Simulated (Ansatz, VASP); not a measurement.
**Si2C: VASP beside Ansatz**

The input INCAR:

```
SYSTEM = Si2C
ALGO     = Normal         ! electronic algorithm
EDIFF    = 1E-7           ! SCF threshold, eV
EDIFFG   = -0.04          ! ionic threshold
ENCUT    = 600            ! plane-wave cutoff, eV
GGA      = PE             ! functional
IBRION   = 2              ! ionic algorithm
ISIF     = 3              ! what is computed and relaxed
ISMEAR   = 0              ! smearing method
LASPH    = .TRUE.         ! aspherical terms in the spheres
LCHARG   = .FALSE.        ! write CHGCAR
LREAL    = .FALSE.        ! projectors in reciprocal space
LWAVE    = .FALSE.        ! write WAVECAR
NELM     = 60             ! most SCF steps
NSW      = 90             ! ionic steps
PREC     = Accurate       ! precision mode
SIGMA    = 0.1            ! smearing width, eV
```

File KPOINTS:

```
k-points
0
G
  6 6 4
  0 0 0
```

Contents of POSCAR:

```
Si2C
1.0
    2.7309466400      0.0000000000      0.0000000000
   -1.3654733200      2.3650691600      0.0000000000
    0.0000000000      0.0000000000      6.6894257700
Si C
2 1
Direct
    0.6666666700      0.3333333300      0.8333333300
    0.3333333300      0.6666666700      0.1666666700
    0.0000000000      0.0000000000      0.5000000000
```

Input for Ansatz:

```yaml
crystal:
  lattice:
    - [2.73094664, 0.0, 0.0]
    - [-1.36547332, 2.36506916, 0.0]
    - [0.0, 0.0, 6.68942577]
  atoms:
    - { symbol: Si, position: [0.66666667, 0.33333333, 0.83333333] }
    - { symbol: Si, position: [0.33333333, 0.66666667, 0.16666667] }
    - { symbol: C, position: [0.0, 0.0, 0.5] }
basis:
  ecutwfc: 420
kpoints:
  mp_grid: { grid: [6, 6, 4] }
hamiltonian:
  xc: pbe
scf:
  occupations: { method: gaussian, width: 0.1 }
  lower_state_search: "off"
output:
  forces: true
  stress: true
  eigenvalues: true
relax:
  adjacent_minimum: "off"
  f_tol: 0.04
  max_steps: 70
  cell: { stress_tol: 0.4 }
```

Alike in both runs: task relaxation of cell and atoms; functional PBE; k mesh 6 × 6 × 4; occupations gaussian, width 0.1 eV; no spin polarisation.

|  | VASP | Ansatz |
| --- | --- | --- |
| version | VASP 6.6.1 | Ansatz 0.2.0 |
| potentials or method | VASP PAW PBE potentials, release 64 (Si, C), cutoff 600 eV | scalar-relativistic, plane waves, PAW |
| valence electrons in the cell | 12 | 12 |

```tsv
	VASP	Ansatz	Ansatz less VASP
gap on the k mesh at the Fermi level, each at its own relaxed structure (eV)	none	none	-
relaxed volume (Å³/atom)	10.78	10.79	+0.001
relaxed cell length with the largest relative difference (Å)	4.249	4.245	-0.0045
```

A gap of «none» marks a metal or a gap that the smearing closes.

The k mesh is coarse, so the values compare programs but aren't converged. Noted on VASP's run: the volume moved by over 15 % at a fixed basis, so the end points are rough.
